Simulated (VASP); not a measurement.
A run of VASP 6.6.1 is set up as follows.

The input INCAR:

```
PREC     = Accurate       # precision mode
ENCUT    = 500            # plane-wave cutoff, eV
EDIFF    = 1E-6           # SCF threshold, eV
ISMEAR   = 0              # smearing method
SIGMA    = 0.15           # smearing width, eV
LREAL    = False          # projectors in reciprocal space
LASPH    = True           # aspherical terms in the spheres
NELM     = 200            # most SCF steps
ALGO     = Normal         # electronic algorithm
ISIF     = 2              # what is computed and relaxed
LWAVE    = False          # write WAVECAR
LCHARG   = False          # write CHGCAR
GGA      = PE             # functional
NBANDS   = 29             # bands
GGA_COMPAT= False        
LMAXMIX  = 6              # l up to which the mixer works
```

Contents of KPOINTS:

```
Automatic mesh
0
Gamma
  2 2 3
```

Contents of POSCAR:

```
LaPSe4
1.0
    5.6470330336      0.0000000000      0.0000000000
   -2.8235165168      4.8904740631      0.0000000000
    0.0000000000      0.0000000000      4.9200220053
La P Se
1 1 4
Direct
    0.0000000000      0.0000000000      0.0000000000
    0.6666666667      0.3333333333      0.0000000000
   -0.0081593823      0.4959203088      0.5000000000
    0.3333333333      0.6666666667      0.0000000000
    0.5040796912      0.0081593823      0.5000000000
    0.5040796912      0.4959203088      0.5000000000
```

Potentials or basis: VASP PAW PBE potentials, release 64 (La, P, Se).

The run is started by

```bash
$ cat potpaw_PBE.64/La/POTCAR potpaw_PBE.64/P/POTCAR potpaw_PBE.64/Se/POTCAR > POTCAR
$ mpirun -np 1 vasp_std > vasp.out
```

Problem. Predict the largest force.

Solution. 0.021 eV/Å.

Problem. Estimate the band gap on the k mesh.

Solution. Zero (band 20 reaches 7.04 eV, above the bottom of band 21 at 6.74 eV).

Stress tensor (GPa, compression positive):
```
-0.11  0.00  0.00
 0.00 -0.11  0.00
 0.00  0.00 -0.03
```

Caveat: the k points lie up to 0.64 Å⁻¹ apart; spin-orbit coupling is left out, which moves the levels of the heavy elements.
